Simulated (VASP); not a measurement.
Cd3HgS4:

```
Cd Hg S
1.0
    -2.89182    2.89182    5.78364
     2.89182   -2.89182    5.78364
     2.89182    2.89182   -5.78364
Cd Hg S
3 1 4
Direct
  0.50000 0.50000 0.00000
  0.25000 0.75000 0.50000
  0.75000 0.25000 0.50000
  0.00000 0.00000 0.00000
  0.62500 0.62500 0.50000
  0.12500 0.12500 0.50000
  0.87500 0.37500 0.00000
  0.37500 0.87500 0.00000
```

| Item | Value |
| --- | --- |
| Program | VASP 6.6.1 |
| Task | relaxation of cell and atoms |
| Functional | PBE |
| Potentials or basis | VASP PAW PBE potentials, release 64 (Cd, Hg, S) |
| Cutoff | 600 eV |
| k mesh | 4 × 4 × 4 |
| Occupations | gaussian, width 0.1 eV |
| Spin | no spin polarisation |

At the start: pressure 5.6 GPa; volume 24.18 Å³/atom.

Where does the relaxation end?

Over 6 steps the energy falls by 35.7 meV/atom and the volume is 26.39 Å³/atom (+9.1 %); space group I-42m (No. 121, to 0.05 Å).

Step by step:
```tsv
step	energy change (eV)	largest force (eV/Å)	pressure (GPa)	volume (Å³)
1	0.0000	0.2043	5.59	193.47
2	-0.2461	0.0775	-1.63	218.06
3	-0.2828	0.1035	0.00	210.89
4	-0.2828	0.1020	-0.09	211.25
5	-0.2844	0.0645	-0.08	211.19
6	-0.2855	0.0050	-0.06	211.10
```

Final structure:
```cif
data_structure
_symmetry_space_group_name_H-M 'P 1'
_symmetry_Int_Tables_number 1
_cell_length_a 7.2926
_cell_length_b 7.2926
_cell_length_c 7.2926
_cell_angle_alpha 131.813
_cell_angle_beta 131.813
_cell_angle_gamma 70.525
_cell_volume 211.10
loop_
_atom_site_label
_atom_site_type_symbol
_atom_site_fract_x
_atom_site_fract_y
_atom_site_fract_z
_atom_site_occupancy
Cd1 Cd 0.50000 0.50000 0.00000 1
Cd2 Cd 0.25000 0.75000 0.50000 1
Cd3 Cd 0.75000 0.25000 0.50000 1
Hg1 Hg 0.00000 0.00000 0.00000 1
S1 S 0.62199 0.62199 0.49599 1
S2 S 0.12599 0.12599 0.50401 1
S3 S 0.87401 0.37801 0.00000 1
S4 S 0.37801 0.87401 0.00000 1
```
